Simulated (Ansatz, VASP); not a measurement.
**One calculation of Sr2C, two programs**

```xyz
3
Lattice="0.0813 3.4415 3.4415 3.4415 0.0813 3.4415 3.4415 3.4415 0.0813" Properties=species:S:1:pos:R:3 pbc="T T T"
C     0.0000    0.0000    0.0000
Sr    1.7437    1.7437    1.7437
Sr    5.2205    5.2205    5.2205
```

Change from the starting cell: shear_111 strain +3.6%.

Alike in both runs: task single point; functional HSE06; k mesh 4 × 4 × 4; occupations fermi-dirac, width 0.02 eV; no spin polarisation.

|  | VASP | Ansatz |
| --- | --- | --- |
| version | VASP 6.6.1 | Ansatz 0.2.0 |
| potentials or method | VASP PAW PBE potentials, release 64 (C, Sr_sv) | plane waves, PAW |
| plane-wave cutoff (eV) | 520 | 420 |
| valence electrons in the cell | 24 | 24 |

Ansatz gave:

| Item | Value |
| --- | --- |
| pressure (GPa) | -1.1 |
| traceless stress, the component that is largest in VASP (GPa) | -0.12 |

Which values does VASP return?

Pressure (GPa): -0.9; traceless stress, the component that is largest in VASP (GPa): -0.12.

Ansatz's warnings: stress exchange threshold loose, stress scf threshold loose.
